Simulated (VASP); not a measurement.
Al:

```xyz
8
Lattice="5.1022 0.0000 0.0000 0.0000 5.1022 0.0000 0.0000 0.0000 5.1022" Properties=species:S:1:pos:R:3 pbc="T T T"
Al    0.0000    0.0000    0.0000
Al    2.5511    2.5511    2.5511
Al    1.2755    0.0000    2.5511
Al    3.8266    0.0000    2.5511
Al    2.5511    1.2755    0.0000
Al    2.5511    3.8266    0.0000
Al    0.0000    2.5511    1.2755
Al    0.0000    2.5511    3.8266
```

- Program: VASP 6.6.1
- Task: relaxation of cell and atoms
- Functional: revPBE
- Potentials or basis: VASP PAW PBE potentials, release 64 (Al)
- Cutoff: 600 eV
- k mesh: 5 × 5 × 5
- Occupations: fermi-dirac, width 0.1 eV
- Spin: no spin polarisation

At the start: pressure 2.5 GPa; volume 16.60 Å³/atom.

Q: How do energy, volume and symmetry change on relaxing?

A: Over 3 steps the energy falls by 4.0 meV/atom and the volume is 17.14 Å³/atom (+3.2 %); space group Pm-3n (No. 223, to 0.05 Å).

The path:
```tsv
step	energy change (eV)	largest force (eV/Å)	pressure (GPa)	volume (Å³)
1	0.0000	0.0000	2.45	132.82
2	-0.0313	0.0000	-0.31	137.76
3	-0.0320	0.0000	0.00	137.13
```

Final structure:
```yaml
crystal:
  lattice:
    - [5.15682, 0.00000, 0.00000]
    - [0.00000, 5.15682, 0.00000]
    - [0.00000, 0.00000, 5.15682]
  atoms:
    - { symbol: Al, position: [0.00000, 0.00000, 0.00000] }
    - { symbol: Al, position: [0.50000, 0.50000, 0.50000] }
    - { symbol: Al, position: [0.25000, 0.00000, 0.50000] }
    - { symbol: Al, position: [0.75000, 0.00000, 0.50000] }
    - { symbol: Al, position: [0.50000, 0.25000, 0.00000] }
    - { symbol: Al, position: [0.50000, 0.75000, 0.00000] }
    - { symbol: Al, position: [0.00000, 0.50000, 0.25000] }
    - { symbol: Al, position: [0.00000, 0.50000, 0.75000] }
```

Caveat: the PAW data sets were made with another functional, which shifts forces and pressure a little.
